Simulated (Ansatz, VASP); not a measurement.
PtS2 in VASP and in Ansatz

Contents of POSCAR:

```
PtS2
1.0
    3.5432000000      0.0000000000      0.0000000000
   -1.7716000000      3.0685010000      0.0000000000
    0.0000000000      0.0000000000      5.0388000000
Pt S
1 2
Direct
   -0.0005006504     -0.0258448984     -0.0091311385
    0.3456964205      0.6418801663      0.2235555553
    0.6471119693      0.3198636285      0.7541704483
```

INCAR.step1

```
SYSTEM = PtS2
PREC = Accurate
ENCUT = 520
ISMEAR = -1
SIGMA = 0.1
LREAL = .False.
LASPH = .True.
NELM = 80
NBANDS = 18
GGA = PE
ALGO = Normal
EDIFF = 1E-4
LWAVE = .True.
LCHARG = .False.
```

INCAR.step2

```
SYSTEM = PtS2
PREC = Accurate
ENCUT = 520
EDIFF = 1E-6
ISMEAR = -1
SIGMA = 0.1
LREAL = .False.
LASPH = .True.
NELM = 80
ALGO = Normal
ISIF = 2
LWAVE = .False.
LCHARG = .False.
METAGGA = R2SCAN
LMIXTAU = .True.
NBANDS = 18
ISTART = 1
```

File KPOINTS:

```
regular mesh
0
Gamma
  6 6 4
  0 0 0
```

Input for Ansatz:

```yaml
crystal:
  lattice:
    - [3.5432, 0.0, 0.0]
    - [-1.7716, 3.068501, 0.0]
    - [0.0, 0.0, 5.0388]
  atoms:
    - { symbol: Pt, position: [-0.0005006503954073269, -0.025844898425307437, -0.009131138470639009] }
    - { symbol: S, position: [0.3456964205186991, 0.6418801663317673, 0.22355555533419144] }
    - { symbol: S, position: [0.6471119692908363, 0.31986362848241856, 0.7541704483442364] }
kpoints:
  mp_grid:
    grid: [6, 6, 4]
hamiltonian:
  xc: r2scan
  pseudopotentials:
    kind: paw
scf:
  occupations:
    method: fermi_dirac
    width: 0.1
output:
  forces: true
```

Alike in both runs: task single point; functional r2SCAN; k mesh 6 × 6 × 4; occupations fermi-dirac, width 0.1 eV; no spin polarisation.

|  | VASP | Ansatz |
| --- | --- | --- |
| version | VASP 6.6.1 | Ansatz 0.2.0 |
| potentials or method | VASP PAW PBE potentials, release 64 (Pt, S) | plane waves, PAW |
| plane-wave cutoff (eV) | 520 | 500 |
| valence electrons in the cell | 22 | 30 |

|  | VASP | Ansatz | Ansatz less VASP |
| --- | --- | --- | --- |
| rms of the force components (eV/Å) | 0.547 | 0.550 | +0.0031 |

VASP's potentials were made for PBE, not for r2SCAN. Atom by atom the forces differ by 0.004 eV/Å (rms over components). The functional is the same, so the differences come from potentials, cutoffs and numerics. VASP's potentials hold 22 valence electrons a cell and Ansatz's 30, so a difference there can come from the potentials and not from the codes.

Neither program's run includes spin-orbit coupling.
